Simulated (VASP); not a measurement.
# TiO2 (P1) in VASP: further runs

TiO2 is run at these levels: PBE+D3(BJ); tasks: single point.

Everything below comes from runs of VASP 6.6.1. Logs are shortened: lines on timing, memory, paths and dates and some standing lists are left out, and cuts for length are marked.

### 1 The cell of the first run

The typed cell holds 12 atoms: a = 2.972 Å, b = 5.163 Å, c = 11.610 Å, α = 61.27°, β = 77.68°, γ = 73.27°.

### 2 Single point, PBE+D3(BJ) (the part above a cut slid along it)

The input, INCAR:

```
SYSTEM = TiO2
  ALGO = Normal
  EDIFF = 1E-6
  ENCUT = 600
  GGA = PE
  GGA_COMPAT = .FALSE.
  ISIF = 2
  ISMEAR = 0
  IVDW = 12
  LASPH = .TRUE.
  LCHARG = .FALSE.
  LREAL = .FALSE.
  LWAVE = .FALSE.
  NBANDS = 60
  NELM = 120
  PREC = Accurate
  SIGMA = 0.05
```

The input, KPOINTS:

```
k-points
0
G
  9 6 3
  0 0 0
```

The input, POSCAR:

```
TiO2
1.0
    1.4862023626     -2.5741780023      0.0000000000
    1.4862023626     -0.8580593341     -4.8692577686
   10.6511169318      3.2892274475     -3.2461718457
Ti O
4 8
Direct
   -0.4750250000     -0.6333666667      0.9500500000
    0.3999750000     -0.1333666667      0.2000500000
   -0.2250250000     -0.3000333333      0.4500500000
    0.1499750000     -0.4667000000      0.7000500000
    0.8505442471      0.1319890066      0.1001534995
    0.2255442471     -0.0346776600      0.3501534995
    0.6005442471     -0.2013443267      0.6001534995
   -0.0244557529     -0.3680109934      0.8501534995
    0.5744057529      0.7679443267      0.0499465005
   -0.0505942471      0.6012776600      0.2999465005
    0.3244057529      0.4346109934      0.5499465005
   -0.3005942471      0.2679443267      0.7999465005
```

Potentials or basis: VASP PAW PBE potentials, release 64 (Ti_sv, O).

Launch:

```sh
$ cat potpaw_PBE.64/Ti_sv/POTCAR potpaw_PBE.64/O/POTCAR > POTCAR
$ mpirun -np 1 vasp_std > vasp.out
```

OUTCAR:

```text
SYSTEM = TiO2
   EDIFF = 1E-6
   ENCUT = 600
   GGA = PE
   ISIF = 2
   ISMEAR = 0
   IVDW = 12
   LASPH = .TRUE.
   LREAL = .FALSE.
   NELM = 120
   PREC = Accurate
 IVDW          = 12

 ion  position               nearest neighbor table
   1  0.525  0.367  0.950-   5 1.86   8 1.97   8 1.97  12 1.97   2 2.85
   2  0.400  0.867  0.200-   5 1.97  10 1.97   5 1.97  10 1.97   9 1.97   6 1.97   1 2.85
   3  0.775  0.700  0.450-   6 1.97  11 1.97   6 1.97  11 1.97   7 1.97  10 1.97
   4  0.150  0.533  0.700-   7 1.97  12 1.97   7 1.97  12 1.97  11 1.97   8 1.97
   5  0.851  0.132  0.100-   1 1.86   2 1.97   2 1.97
   6  0.226  0.965  0.350-   3 1.97   3 1.97   2 1.97
   7  0.601  0.799  0.600-   4 1.97   4 1.97   3 1.97
   8  0.976  0.632  0.850-   1 1.97   1 1.97   4 1.97
   9  0.574  0.768  0.050-   2 1.97
  10  0.949  0.601  0.300-   2 1.97   2 1.97   3 1.97
  11  0.324  0.435  0.550-   3 1.97   3 1.97   4 1.97
  12  0.699  0.268  0.800-   4 1.97   4 1.97   1 1.97

  LATTYP: Found a triclinic cell.
 ALAT       =     2.9724047252
 B/A-ratio  =     1.7369176865
 C/A-ratio  =     3.4281009166
 COS(alpha) =     0.0149405609
 COS(beta)  =     0.0972355661
 COS(gamma) =     0.2878662609

  Lattice vectors:

 A1 = (  -1.4862023626,   2.5741780023,   0.0000000000)
 A2 = (   0.0000000000,   1.7161186682,  -4.8692577686)
 A3 = (  -9.1649145692,  -4.1472867816,  -1.6230859229)

Analysis of symmetry for initial positions (statically):
=====================================================================
 Subroutine PRICEL returns:
 Original cell was already a primitive cell.

 Routine SETGRP: Setting up the symmetry group for a
 triclinic supercell.

 Subroutine GETGRP returns: Found  1 space group operations
 (whereof  1 operations were pure point group operations)
 out of a pool of  2 trial point group operations.

The static configuration has the point symmetry C_1 .

Analysis of symmetry for dynamics (positions and initial velocities):
=====================================================================
 Subroutine PRICEL returns:
 Original cell was already a primitive cell.

 Routine SETGRP: Setting up the symmetry group for a
 triclinic supercell.

 Subroutine GETGRP returns: Found  1 space group operations
 (whereof  1 operations were pure point group operations)
 out of a pool of  2 trial point group operations.

The dynamic configuration has the point symmetry C_1 .

 Subroutine INISYM returns: Found  1 space group operations
 (whereof  1 operations are pure point group operations),
 and found     1 'primitive' translations

----------------------------------------------------------------------------------------

                                     Primitive cell

  volume of cell :     149.0285

  direct lattice vectors                    reciprocal lattice vectors
     1.486202363 -2.574178002  0.000000000     0.126160478 -0.315634738  0.094127967
     1.486202363 -0.858059334 -4.869257769    -0.056071323 -0.032372794 -0.216779560
    10.651116932  3.289227448 -3.246171846     0.084106985  0.048559191  0.017114176

  length of vectors
     2.972404725  5.162822339 11.610466862     0.352706434  0.226241837  0.098614781

  position of ions in fractional coordinates (direct lattice)
     0.524975000  0.366633333  0.950050000
     0.399975000  0.866633333  0.200050000
     0.774975000  0.699966667  0.450050000
     0.149975000  0.533300000  0.700050000
     0.850544247  0.131989007  0.100153500
     0.225544247  0.965322340  0.350153500
     0.600544247  0.798655673  0.600153500
     0.975544247  0.631989007  0.850153500
     0.574405753  0.767944327  0.049946500
     0.949405753  0.601277660  0.299946500
     0.324405753  0.434610993  0.549946500
     0.699405753  0.267944327  0.799946500

  ion indices of the primitive-cell ions
   primitive index   ion index
                 1           1
                 2           2
                 3           3
                 4           4
                 5           5
                 6           6
                 7           7
                 8           8
                 9           9
                10          10
                11          11
                12          12

----------------------------------------------------------------------------------------

 KPOINTS: k-points

Automatic generation of k-mesh.
 Grid dimensions read from file:
 generate k-points for:    9    6    3

 Generating k-lattice:

  Cartesian coordinates                     Fractional coordinates (reciprocal lattice)
     0.014017831 -0.035070526  0.010458663     0.111111111  0.000000000 -0.000000000
    -0.009345221 -0.005395466 -0.036129927     0.000000000  0.166666667  0.000000000
     0.028035662  0.016186397  0.005704725     0.000000000  0.000000000  0.333333333

  Length of vectors
     0.039189604  0.037706973  0.032871594

  Shift w.r.t. Gamma in fractional coordinates (k-lattice)
     0.000000000  0.000000000  0.000000000

 Subroutine IBZKPT returns following result:
 ===========================================

 Found     82 irreducible k-points:

 Following reciprocal coordinates:
            Coordinates               Weight
  0.000000  0.000000  0.000000      1.000000
  0.111111  0.000000 -0.000000      2.000000
  0.222222  0.000000 -0.000000      2.000000
  0.333333  0.000000  0.000000      2.000000
  0.444444  0.000000 -0.000000      2.000000
 -0.000000  0.166667  0.000000      2.000000
[... 16 lines left out ...]
 -0.111111  0.333333  0.000000      2.000000
 -0.000000  0.500000  0.000000      1.000000
 [... further k-points ...]
   k-points           NKPTS =     82   k-points in BZ     NKDIM =     82   number of bands    NBANDS=     60
   number of dos      NEDOS =    301   number of ions     NIONS =     12
   total plane-waves  NPLWV =  96768
   dimension x,y,z NGX =    24 NGY =   42 NGZ =   96
   dimension x,y,z NGXF=    48 NGYF=   84 NGZF=  192
   ions per type =               4   8
   NGX,Y,Z   is equivalent  to a cutoff of  13.42, 13.52, 13.75 a.u.
   NGXF,Y,Z  is equivalent  to a cutoff of  26.85, 27.05, 27.49 a.u.
 SYSTEM =  TiO2
   PREC   = accura    normal or accurate (medium, high low for compatibility)
   ISTART =      0    job   : 0-new  1-cont  2-samecut
   ICHARG =      2    charge: 1-file 2-atom 10-const
   ISPIN  =      1    spin polarized calculation?
   LNONCOLLINEAR =      F non collinear calculations
   LSORBIT =      F    spin-orbit coupling
   LASPH  =      T    aspherical Exc in radial PAW
   ENCUT  =  600.0 eV  44.10 Ry    6.64 a.u.   5.94 10.31 23.19*2*pi/ulx,y,z
   NELM   =    120;   NELMIN=  2; NELMDL= -5     # of ELM steps
   EDIFF  = 0.1E-05   stopping-criterion for ELM
   LREAL  =      F    real-space projection
   EDIFFG = 0.1E-04   stopping-criterion for IOM
   NSW    =      0    number of steps for IOM
   IBRION =     -1    ionic relax: 0-MD 1-quasi-New 2-CG
   NFREE  =      0    steps in history (QN), initial steepest desc. (CG)
   ISIF   =      2    stress and relaxation
   ISYM   =      2    0-nonsym 1-usesym 2-fastsym
   POTIM  = 0.5000    time-step for ionic-motion
   TEBEG  =    0.0;   TEEND  =   0.0 temperature during run
   PSTRESS=    0.0 pullay stress
   NELECT =      96.0000    total number of electrons
   NUPDOWN=      -1.0000    fix difference up-down
   EMIN   =  10.00;   EMAX   =-10.00  energy-range for DOS
   EFERMI =   0.00;   METHOD = LEGACY
   ISMEAR =     0;   SIGMA  =   0.05  broadening in eV -4-tet -1-fermi 0-gaus
   EFERMI_NEDOS =   21; number of points for ismear=-14 and -15
   IALGO  =     38    algorithm
   IMIX   =      4    mixing-type and parameters
     AMIX     =   0.40;   BMIX     =  1.00
     AMIX_MAG =   1.60;   BMIX_MAG =  1.00
  volume/ion in A,a.u.               =      12.42        83.81
  Fermi-wavevector in a.u.,A,eV,Ry     =   1.413868  2.671823 27.198349  1.999022
  Thomas-Fermi vector in A             =   2.535469
   LORBIT       =      0    0 simple, 1 ext, 2 COOP (PROOUT), +10 PAW based schemes
   GGA     = PE    functional components
   LHFCALC =     F    Hartree Fock is set to
   AEXX    =    0.0000 exact exchange contribution
   IVDW    =    12    specifies the selected vdW correction
   LEPSILON=     F    determine dielectric tensor
   LRPA    =     F    only Hartree local field effects (RPA)
 non-spin polarized calculation
 Gauss-broadening in eV      SIGMA  =   0.05
  energy-cutoff  :      600.00
  volume of cell :      149.03
 maximum number of plane-waves:      5007
   NGX = 11   NGY = 21   NGZ = 47

 number of electron      96.0000004 magnetization

 Free energy of the ion-electron system (eV)
  ---------------------------------------------------
  ext. energy  EPLUGINS =         0.00000000
  ---------------------------------------------------
  free energy    TOTEN  =      -102.74938717 eV

  energy without entropy =     -102.74923084  energy(sigma->0) =     -102.74930901

 E-fermi :   4.2107     XC(G=0): -10.1763

 val. band max:        4.1272486446   @ k =  -0.0000   0.5000   0.0000
 cond. band min:       4.2816585238   @ k =  -0.0000   0.5000   0.3333
 fundamental gap:      0.1544098792
 Fermi energy:         4.2107224900

 k-point     1 :       0.0000    0.0000    0.0000
  band No.  band energies     occupation
      1     -54.7082      2.00000
      2     -54.3406      2.00000
      3     -53.9755      2.00000
      4     -53.4084      2.00000
      5     -31.1115      2.00000
      6     -30.8722      2.00000
[... 52 lines left out ...]
     59       6.4628      0.00000
     60       6.7318      0.00000

 k-point     2 :       0.1111    0.0000   -0.0000
  band No.  band energies     occupation
      1     -54.7040      2.00000
      2     -54.3361      2.00000
      3     -53.9711      2.00000
      4     -53.4040      2.00000
      5     -31.1005      2.00000
      6     -30.9085      2.00000
[... 52 lines left out ...]
     59       6.4664      0.00000
     60       6.7227      0.00000

 k-point     3 :       0.2222    0.0000   -0.0000
  band No.  band energies     occupation
      1     -54.6935      2.00000
      2     -54.3249      2.00000
      3     -53.9600      2.00000
      4     -53.3927      2.00000
      5     -31.0831      2.00000
      6     -31.0065      2.00000
[... 1312 lines left out ...]
     59       6.4595      0.00000
     60       6.7676      0.00000

 k-point    24 :      -0.0000    0.5000    0.0000
  band No.  band energies     occupation
      1     -54.7081      2.00000
      2     -54.3406      2.00000
      3     -53.9755      2.00000
      4     -53.4084      2.00000
      5     -31.1086      2.00000
      6     -30.8729      2.00000
[... 52 lines left out ...]
     59       6.5610      0.00000
     60       6.7271      0.00000

 [... further k-points ...]

------------------------ aborting loop because EDIFF is reached ----------------------------------------

 Edisp (eV)   -2.42962

 E8    (eV) :    -0.9474

  FORCE on cell =-STRESS in cart. coord.  units (eV):
  Direction    XX          YY          ZZ          XY          YZ          ZX
  --------------------------------------------------------------------------------------
  -------------------------------------------------------------------------------------
  Total      -1.27374     1.44427    -5.46567    -2.82563     0.32740     3.81515
  in kB     -13.69373    15.52710   -58.76041   -30.37783     3.51981    41.01599
  external pressure =      -18.98 kB  Pullay stress =        0.00 kB

 VOLUME and BASIS-vectors are now :
 -----------------------------------------------------------------------------
  energy-cutoff  :      600.00
  volume of cell :      149.03
      direct lattice vectors                 reciprocal lattice vectors
     1.486202363 -2.574178002  0.000000000     0.126160478 -0.315634738  0.094127967
     1.486202363 -0.858059334 -4.869257769    -0.056071323 -0.032372794 -0.216779560
    10.651116932  3.289227448 -3.246171846     0.084106985  0.048559191  0.017114176

 POSITION                                       TOTAL-FORCE (eV/Angst)
 -----------------------------------------------------------------------------------
     11.44420      1.45896     -4.86926        -0.872933     -0.530481     -0.592229
      4.01319     -1.11522     -4.86926        -1.967593     -0.997428      4.372661
      6.98560     -1.11522     -4.86926        -0.828917     -0.494052     -0.181671
      8.47180      1.45896     -4.86926        -1.079972     -0.583253      0.025984
      2.52699     -1.97328     -0.96780        -0.301560     -0.760577     -2.525860
      5.49939     -0.25716     -5.83706         0.650626      0.399311     -0.209164
      8.47180     -0.25716     -5.83706         0.488243      0.287683     -0.090212
     11.44420     -0.25716     -5.83706         0.648231      0.814674      1.204802
      2.52699     -1.97328     -3.90145         1.683264      1.129139     -1.425715
      5.49939     -1.97328     -3.90145         0.281892      0.165072     -0.323373
      6.98560      0.60090     -3.90145         0.441543      0.246799      0.113982
      9.95800      0.60090     -3.90145         0.857176      0.323112     -0.369205
 -----------------------------------------------------------------------------------
    total drift:                                0.000849     -0.001826      0.000805

  FREE ENERGIE OF THE ION-ELECTRON SYSTEM (eV)
  ---------------------------------------------------
  free  energy   TOTEN  =      -105.1790036691 eV

  energy  without entropy=     -105.1788473352  energy(sigma->0) =     -105.17892550
```

Wall time 12 min (1 thread of Intel Xeon 6975P-C (Granite Rapids), shared host); peak memory 0.74 GiB.

Results:

```
Free energy                : -105.1790 eV
Pressure                   : -1.9 GPa
Largest force              : 4.898 eV/Å
Band gap on the k mesh     : 0.15 eV
Dispersion energy per atom : -0.202 eV
```

Forces on the atoms (eV/Å):
```
Ti  -0.873 -0.530 -0.592
Ti  -1.968 -0.997  4.373
Ti  -0.829 -0.494 -0.182
Ti  -1.080 -0.583  0.026
O   -0.302 -0.761 -2.526
O    0.651  0.399 -0.209
O    0.488  0.288 -0.090
O    0.648  0.815  1.205
O    1.683  1.129 -1.426
O    0.282  0.165 -0.323
O    0.442  0.247  0.114
O    0.857  0.323 -0.369
```

Stress tensor (GPa, compression positive):
```
-1.37 -3.04  4.10
-3.04  1.55  0.35
 4.10  0.35 -5.88
```

Caveat: the cell differs from its parent crystal (the part above a cut slid along it); the stress differs along the axes, from -6 to 2 GPa; semilocal functionals underestimate gaps, and a narrow one can read as zero; forces of over 1 eV/Å act on the atoms, so gaps and moduli don't describe the material at rest.

### 3 Single point, PBE+D3(BJ) (the part above a cut slid along it)

The input, INCAR:

```
PREC = Accurate
ENCUT = 600
EDIFF = 1E-6
ISMEAR = 0
SIGMA = 0.05
LREAL = F
LASPH = T
NELM = 120
ALGO = Normal
ISIF = 2
LWAVE = F
LCHARG = F
GGA = PE
IVDW = 12
NBANDS = 60
GGA_COMPAT = F
```

The input, KPOINTS:

```
Automatic mesh
0
Gamma
  9 6 3
```

The input, POSCAR:

```
TiO2
1.0
    1.4862023626     -2.5741780023      0.0000000000
    1.4862023626     -0.8580593341     -4.8692577686
    9.1649145693      5.0053461157     -0.8115429614
Ti O
4 8
Direct
    0.0000000000     -0.1583416667      0.9500500000
    0.5000000000     -0.0333416667      0.2000500000
    0.0000000000     -0.0750083333      0.4500500000
    0.5000000000     -0.1166750000      0.7000500000
    0.9006209969      0.1820657564      0.1001534995
    0.4006209968      0.1403990897      0.3501534995
    0.9006209969      0.0987324230      0.6001534995
    0.4006209969      0.0570657564      0.8501534995
    0.5993790032      0.7929175770      0.0499465005
    0.0993790032      0.7512509103      0.2999465005
    0.5993790032      0.7095842436      0.5499465005
    0.0993790032      0.6679175770      0.7999465005
```

Potentials or basis: VASP PAW PBE potentials, release 64 (Ti_sv, O).

Launch:

```sh
$ cat potpaw_PBE.64/Ti_sv/POTCAR potpaw_PBE.64/O/POTCAR > POTCAR
$ mpirun -np 1 vasp_std > vasp.out
```

It took 7.7 min on 1 thread of Intel Xeon 6975P-C (Granite Rapids), shared host; peak memory 0.72 GiB.

It converged, with:

| Quantity | Value |
| --- | --- |
| Free energy | -106.1845 eV |
| Pressure | 5.7 GPa |
| Largest force | 8.925 eV/Å |
| Band gap on the k mesh | 2.19 eV (least direct gap 2.28 eV) |
| Dispersion energy per atom | -0.200 eV |

Forces on the atoms (eV/Å):
```
Ti  -2.372 -6.997 -1.609
Ti   0.113  0.073 -2.390
Ti  -0.313 -0.185  0.086
Ti  -0.150 -0.145 -0.539
O    0.173  0.313  0.972
O    0.019  0.028  0.035
O    0.150  0.068  0.030
O   -1.446 -1.558 -0.946
O    2.636  7.681  3.702
O    0.191  0.112  0.399
O    0.113  0.074  0.067
O    0.886  0.536  0.191
```

Stress tensor (GPa, compression positive):
```
 2.28  3.70  2.02
 3.70 14.01  2.50
 2.02  2.50  0.82
```

Levels at points of the mesh, in eV from the valence-band top:
```csv
k point,band 45,band 46,band 47,band 48,band 49,band 50,band 51,band 52
"(0.00, 0.00, 0.00)",-0.49,-0.43,-0.25,-0.09,2.32,2.43,2.59,2.87
"(0.00, 0.50, 0.00)",-0.68,-0.54,-0.43,-0.30,2.32,2.42,2.55,2.85
```

Caveat: the cell differs from its parent crystal (the part above a cut slid along it); the stress differs along the axes, from 1 to 14 GPa; forces of over 1 eV/Å act on the atoms, so gaps and moduli don't describe the material at rest. A k mesh can miss the band edges.
